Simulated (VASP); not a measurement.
## InAs: single point with PBE+D4

The system is InAs.

```
CELL_PARAMETERS angstrom
0.00000 2.83642 2.83642
2.83642 0.00000 2.83642
2.83642 2.83642 0.00000
ATOMIC_POSITIONS crystal
In 0.50000 0.50000 0.50000
As 0.00000 0.00000 0.00000
```

```json
{"Program": "VASP 6.6.1", "Task": "single point", "Functional": "PBE", "Dispersion": "D4", "Potentials or basis": "VASP PAW PBE potentials, release 64 (In_d, As)", "Cutoff": "520 eV", "k mesh": "8 × 8 × 8", "Occupations": "fermi-dirac, width 0.05 eV", "Spin": "no spin polarisation"}
```

```
Pressure                   : 0.1 GPa
Band gap on the k mesh     : zero (band 9 reaches 6.77 eV, above the bottom of band 10 at 4.04 eV)
Dispersion energy per atom : -0.419 eV
```

Levels at points of the mesh, in eV from the Fermi level:
```tsv
k point	band 7	band 8	band 9	band 10	band 11	band 12
(0.00, 0.00, 0.00)	-0.37	-0.24	-0.24	-0.24	7.20	7.20
(0.50, 0.00, 0.00)	-6.74	0.18	0.18	2.15	3.28	3.28
(0.50, 0.50, 0.00)	-4.97	-2.90	-2.38	-2.38	3.79	9.53
```

Wall time 38 s on 1 thread of Intel Xeon 8259CL, with other jobs on the host, peak memory 0.17 GiB.

Caveat: spin-orbit coupling is left out, which moves the levels of the heavy elements; pairwise dispersion overbinds metals, which lowers pressure and volume.
